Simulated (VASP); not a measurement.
Al:

```
Al
1.0
     0.00000    2.02500    2.02500
     2.02500    0.00000    2.02500
     2.02500    2.02500    0.00000
Al
1
Cartesian
  0.0000 0.0000 0.0000
```

| Item | Value |
| --- | --- |
| Program | VASP 6.6.1 |
| Task | relaxation of cell and atoms |
| Functional | PBEsol |
| Potentials or basis | VASP PAW PBE potentials, release 64 (Al) |
| Cutoff | 600 eV |
| k mesh | 20 × 20 × 20 |
| Occupations | gaussian, width 0.1 eV |
| Spin | no spin polarisation |

At the start: pressure -2.0 GPa; volume 16.61 Å³/atom.

How do energy, volume and symmetry change on relaxing?

Over 3 steps the energy falls by 2.7 meV/atom and the volume is 16.18 Å³/atom (-2.6 %); space group Fm-3m (No. 225, to 0.05 Å).

The path:
```
step  energy change (eV)  largest force (eV/Å)  pressure (GPa)  volume (Å³)
   1              0.0000                0.0000           -1.98        16.61
   2             -0.0026                0.0000            0.32        16.12
   3             -0.0027                0.0000            0.00        16.18
```

Final structure:
```
Al
1.0
     0.00000    2.00759    2.00759
     2.00759    0.00000    2.00759
     2.00759    2.00759    0.00000
Al
1
Cartesian
  0.0000 0.0000 0.0000
```

Caveat: the PAW data sets were made with another functional, which shifts forces and pressure a little.
